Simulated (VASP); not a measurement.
Runs of VASP 6.6.1 on Lu. The structure is that of space group P6/mmm (No. 191), or close to it. The cells are those of the table. The cell was generated, and may not be a known phase.

```csv
task,cell,k mesh,cutoff (eV),gap on the mesh (eV),pressure (GPa)
relaxation of cell and atoms,"relaxed from a = 3.379, b = 3.379, c = 3.220 Å, angles 90.0, 90.0, 120.3°, 1 atom",6 × 6 × 6,600,none,0.0
single point,"a = 3.379, b = 3.379, c = 3.220 Å, angles 90.0, 90.0, 120.3°, 1 atom",6 × 6 × 6,520,none,-1.2
single point,"a = 3.338, b = 3.338, c = 3.194 Å, angles 90.0, 90.0, 120.1°, 1 atom",6 × 6 × 6,520,none,(a)
single point,"a = 3.308, b = 3.308, c = 3.266 Å, angles 90.0, 90.0, 120.0°, 1 atom",18 × 18 × 18,520,none,0.0
```

Alike in all rows: level PBE; potentials or basis VASP PAW PBE potentials, release 64 (Lu); no spin polarisation; smearing gaussian 0.1 eV.

**Question.** Fill in the values left out.

**Answer.** (a) -0.1.

Caveats: some runs use coarse meshes; spin-orbit coupling is left out, which moves the levels of the heavy elements.

A k mesh can miss the band edges, and the runs leave out spin-orbit coupling on Lu.

A gap of «none» marks levels without a gap at the run's occupations.
